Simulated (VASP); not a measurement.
Crystal: LaAsRuO.

```xyz
8
Lattice="4.1414 0.0000 0.0000 0.0000 4.1414 0.0000 0.0000 0.0000 8.5881" Properties=species:S:1:pos:R:3 pbc="T T T"
La    2.0707    0.0000    1.1979
La    0.0000    2.0707    7.3902
As    2.0707    0.0000    5.5896
As    0.0000    2.0707    2.9985
Ru    0.0000    0.0000    4.2941
Ru    2.0707    2.0707    4.2941
O     0.0000    0.0000    0.0000
O     2.0707    2.0707    0.0000
```

```yaml
Program: VASP 6.6.1
Task: relaxation of cell and atoms
Functional: PBEsol
Potentials_or_basis: VASP PAW PBE potentials, release 64 (La, As, Ru_pv, O)
Cutoff: 600 eV
k_mesh: 8 × 8 × 4
Occupations: gaussian, width 0.1 eV
Spin: no spin polarisation
```

At the start: pressure -5.1 GPa; volume 18.41 Å³/atom.

Problem. How do energy, volume and symmetry change on relaxing?

Solution. Over 11 steps the energy falls by 11.7 meV/atom and the volume is 17.62 Å³/atom (-4.3 %); space group P4/nmm (No. 129, to 0.1 Å) before and after.

Step by step:
| step | energy change (eV) | largest force (eV/Å) | pressure (GPa) | volume (Å³) |
| --- | --- | --- | --- | --- |
| 1 | 0.0000 | 0.2539 | -5.06 | 147.30 |
| 2 | 0.1337 | 1.2137 | 9.19 | 135.24 |
| 3 | -0.0815 | 0.2580 | -0.24 | 142.54 |
| 4 | -0.0815 | 0.2682 | -0.14 | 142.44 |
| 5 | -0.0897 | 0.1643 | -0.07 | 141.80 |
| 6 | -0.0930 | 0.0657 | 0.03 | 141.05 |
| 7 | -0.0936 | 0.0226 | -0.08 | 141.06 |
| 8 | -0.0937 | 0.0231 | -0.11 | 141.07 |
| 9 | -0.0936 | 0.0367 | 0.22 | 140.77 |
| 10 | -0.0937 | 0.0113 | 0.03 | 140.94 |
| 11 | -0.0938 | 0.0040 | 0.00 | 140.95 |

Final structure:
```
La As Ru O
1.0
     4.08826    0.00000    0.00000
     0.00000    4.08826    0.00000
     0.00000    0.00000    8.43321
La As Ru O
2 2 2 2
Direct
  0.50000 0.00000 0.14086
  0.00000 0.50000 0.85914
  0.50000 0.00000 0.65358
  0.00000 0.50000 0.34642
  0.00000 0.00000 0.50000
  0.50000 0.50000 0.50000
  0.00000 0.00000 0.00000
  0.50000 0.50000 0.00000
```

Caveat: the PAW data sets were made with another functional, which shifts forces and pressure a little.
